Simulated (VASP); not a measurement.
The system is Mg5Te3.

```
CELL_PARAMETERS angstrom
3.86773 0.00000 0.00000
0.00000 3.86773 0.00000
0.00000 0.00000 13.61314
ATOMIC_POSITIONS crystal
Mg 0.00000 0.00000 0.24739
Mg 0.00000 0.00000 0.75261
Mg 0.00000 0.00000 0.00000
Mg 0.50000 0.50000 0.37922
Mg 0.50000 0.50000 0.62078
Te 0.50000 0.50000 0.14266
Te 0.50000 0.50000 0.85734
Te 0.00000 0.00000 0.50000
```

The cell was generated, and may not be a known phase.

- Program: VASP 6.6.1
- Task: relaxation of cell and atoms
- Functional: PBE
- Potentials or basis: VASP PAW PBE potentials, release 64 (Mg, Te)
- Cutoff: 600 eV
- k mesh: 8 × 8 × 4
- Occupations: gaussian, width 0.1 eV
- Spin: no spin polarisation

At the start: pressure -0.7 GPa; volume 25.46 Å³/atom.

Q: How do energy, volume and symmetry change on relaxing?

A: Over 10 steps the energy falls by 9.6 meV/atom and the volume is 24.88 Å³/atom (-2.3 %); space group P4/mmm (No. 123, to 0.1 Å) before and after.

The path:
```
step  energy change (eV)  largest force (eV/Å)  pressure (GPa)  volume (Å³)
   1              0.0000                0.2217           -0.75       203.64
   2             -0.0522                0.0885           -0.16       200.14
   3             -0.0665                0.0473            0.33       197.60
   4             -0.0671                0.0587            0.45       196.99
   5             -0.0736                0.0782            0.06       198.85
   6             -0.0742                0.0872           -0.11       199.65
   7             -0.0755                0.0665           -0.07       199.42
   8             -0.0766                0.0192            0.02       198.89
   9             -0.0766                0.0251            0.01       198.96
  10             -0.0768                0.0080            0.00       199.04
```

Final structure:
```
Mg Te
1.0
     3.91306    0.00000    0.00000
     0.00000    3.91306    0.00000
     0.00000    0.00000   12.99885
Mg Te
5 3
Direct
  0.00000 0.00000 0.24543
  0.00000 0.00000 0.75457
  0.00000 0.00000 0.00000
  0.50000 0.50000 0.37899
  0.50000 0.50000 0.62101
  0.50000 0.50000 0.14183
  0.50000 0.50000 0.85817
  0.00000 0.00000 0.50000
```
